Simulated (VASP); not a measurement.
## AlRu: single point with PBE

AlRu:

```xyz
2
Lattice="3.0365 0.0000 0.0000 0.0000 3.0365 0.0000 0.0000 0.0000 2.9019" Properties=species:S:1:pos:R:3 pbc="T T T"
Al    0.0000    0.0000    0.0000
Ru    1.5182    1.5182    1.4509
```

This cell differs from its parent crystal: strain +0.015 along x and y, -0.030 along z.

- Program: VASP 6.6.1
- Task: single point
- Functional: PBE
- Potentials or basis: VASP PAW PBE potentials, release 64 (Al, Ru_pv)
- Cutoff: 520 eV
- k mesh: 16 × 16 × 16
- Occupations: gaussian, width 0.15 eV
- Spin: no spin polarisation

```json
{
  "Pressure": "3.0 GPa"
}
```

Stress tensor (GPa, compression positive):
```
0.20 0.00 0.00
0.00 0.20 0.00
0.00 0.00 8.48
```

Levels at points of the mesh, in eV from the Fermi level:
| k point | band 7 | band 8 | band 9 | band 10 | band 11 | band 12 |
| --- | --- | --- | --- | --- | --- | --- |
| (0.00, 0.00, 0.00) | -0.04 | 0.26 | 0.26 | 5.59 | 5.59 | 7.01 |
| (0.50, 0.00, 0.00) | -1.80 | -1.26 | 0.49 | 2.01 | 7.40 | 10.61 |
| (0.50, 0.50, 0.00) | -1.56 | -0.90 | -0.90 | 1.32 | 4.87 | 6.00 |
| (0.00, 0.00, 0.50) | -1.83 | -1.83 | 0.28 | 2.78 | 7.40 | 10.63 |
| (0.50, 0.00, 0.50) | -1.41 | -1.25 | -1.14 | 1.58 | 5.55 | 6.29 |
| (0.50, 0.50, 0.50) | 1.45 | 1.76 | 2.56 | 4.02 | 4.02 | 4.31 |

Run time: 66 s on 1 thread of Intel(R) Xeon(R) Platinum 8488C (Sapphire Rapids), on a shared host, peak memory 0.27 GiB.

Caveat: the cell differs from its parent crystal (strain +0.015 along x and y, -0.030 along z).
